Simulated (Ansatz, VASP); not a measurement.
PtSeS4: VASP beside Ansatz

```
Pt Se S
1.0
    -2.86142    2.86142    3.34385
     2.86142   -2.86142    3.34385
     2.86142    2.86142   -3.34385
Pt Se S
1 1 4
Direct
  0.00000 0.00000 0.00000
  0.50000 0.50000 0.00000
  0.87374 0.37374 0.74748
  0.62626 0.12626 0.25252
  0.12626 0.87374 0.50000
  0.37374 0.62626 0.50000
```

Change from the starting cell: species swapped into the FeCoSn4 type (I422, No. 97).

Alike in both runs: functional PBE; k mesh 10 × 10 × 10; occupations gaussian, width 0.1 eV; no spin polarisation.

Ansatz relaxed the structure, and its values are those at the end. VASP's run is a single point on that final structure, the one shown.

|  | VASP | Ansatz |
| --- | --- | --- |
| version | VASP 6.6.1 | Ansatz 0.2.0 |
| potentials or method | VASP PAW PBE potentials, release 64 (Pt, Se, S), cutoff 520 eV | scalar-relativistic, plane waves, PAW |
| valence electrons in the cell | 40 | 58 |

|  | VASP | Ansatz | Ansatz less VASP |
| --- | --- | --- | --- |
| gap on the k mesh at the Fermi level (eV) | none | none | - |
| pressure (GPa) | -0.3 | 0.0 | +0.34 |
| rms of the force components (eV/Å) | 0.071 | 0.000 | -0.0713 |

A gap of «none» marks a metal or a gap that the smearing closes. The functional is the same, so the differences come from potentials, cutoffs and numerics. VASP's potentials hold 40 valence electrons a cell and Ansatz's 58, so a difference there can come from the potentials and not from the codes.

Neither program's run includes spin-orbit coupling.
